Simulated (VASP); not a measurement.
A run of VASP 6.6.1 is set up as follows.

Contents of INCAR:

```
SYSTEM = PbS
ALGO = Normal
EDIFF = 1E-6
ENCUT = 520
GGA = PE
ISIF = 2
ISMEAR = 0
LASPH = .True.
LCHARG = .False.
LREAL = .False.
LWAVE = .False.
NBANDS = 28
NELM = 100
PREC = Accurate
SIGMA = 0.01
```

File KPOINTS:

```
k-points
0
Gamma
  6 6 4
  0 0 0
```

Contents of POSCAR:

```
PbS
1.0
    4.9751457410      0.0000000000      0.0000000000
   -2.4875728705      4.3086025993      0.0000000000
    0.0000000000      0.0000000000      5.9771199718
Pb S
2 2
Direct
    0.3333333333      0.6666666667      0.2500000000
    0.6666666667      0.3333333333      0.7500000000
    0.6666666667      0.3333333333      0.2500000000
    0.3333333333      0.6666666667      0.7500000000
```

Potentials or basis: VASP PAW PBE potentials, release 64 (Pb_d, S).

Command:

```sh
$ cat potpaw_PBE.64/Pb_d/POTCAR potpaw_PBE.64/S/POTCAR > POTCAR
$ mpirun -np 1 vasp_std > vasp.out
```

Estimate the band gap on the k mesh.

1.41 eV.

Predict the pressure.

1.3 GPa.

Stress tensor (GPa, compression positive):
```
1.25 0.00 0.00
0.00 1.25 0.00
0.00 0.00 1.34
```

Caveat: spin-orbit coupling is left out, which moves the levels of the heavy elements. A k mesh can miss the band edges.
